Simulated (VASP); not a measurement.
## Mn: single point with PBEsol

Mn:

```xyz
1
Lattice="-1.3774 1.3774 1.3774 1.3774 -1.3774 1.3774 1.3774 1.3774 -1.3774" Properties=species:S:1:pos:R:3 pbc="T T T"
Mn    0.0000    0.0000    0.0000
```

This isn't the form of Mn at room conditions, which is a 58-atom cubic cell.

| Item | Value |
| --- | --- |
| Program | VASP 6.6.1 |
| Task | single point |
| Functional | PBEsol |
| Potentials or basis | VASP PAW PBE potentials, release 64 (Mn_pv) |
| Cutoff | 500 eV |
| k mesh | 8 × 8 × 8 |
| Occupations | gaussian, width 0.1 eV |
| Spin | collinear spin, ferromagnetic start |
| Starting moments | [1.53] μB |

```
Pressure                                              : -0.2 GPa
Net moment                                            : 0.66 μB per cell
Site moments                                          : Mn +0.66 μB
Valence electrons inside the program's atomic spheres : Mn 12.04
```

Levels at points of the mesh, in eV from the Fermi level:
Spin up:
```csv
k point,band 3,band 4,band 5,band 6,band 7,band 8,band 9,band 10,band 11,band 12
"(0.00, 0.00, 0.00)",-48.16,-8.86,-1.89,-1.89,-1.89,0.00,0.00,23.95,23.95,23.95
"(0.50, 0.00, 0.00)",-48.16,-5.32,-3.39,0.03,0.30,0.63,1.76,9.41,18.12,21.97
"(0.50, 0.50, 0.50)",-48.73,-5.25,-5.25,1.38,1.38,1.38,10.74,10.74,10.74,17.48
```
Spin down:
```tsv
k point	band 4	band 5	band 6	band 7	band 8	band 9
(0.00, 0.00, 0.00)	-8.74	-1.33	-1.33	-1.33	0.77	0.77
(0.50, 0.00, 0.00)	-4.93	-2.88	0.75	0.75	1.10	2.42
(0.50, 0.50, 0.50)	-4.74	-4.74	2.03	2.03	2.03	10.89
```

It took 8.8 s on 1 thread of Intel(R) Xeon(R) Platinum 8488C (Sapphire Rapids), on a shared host, peak memory 0.12 GiB.

Caveat: the k points lie up to 0.40 Å⁻¹ apart; the PAW data sets were made with another functional, which shifts forces and pressure a little.
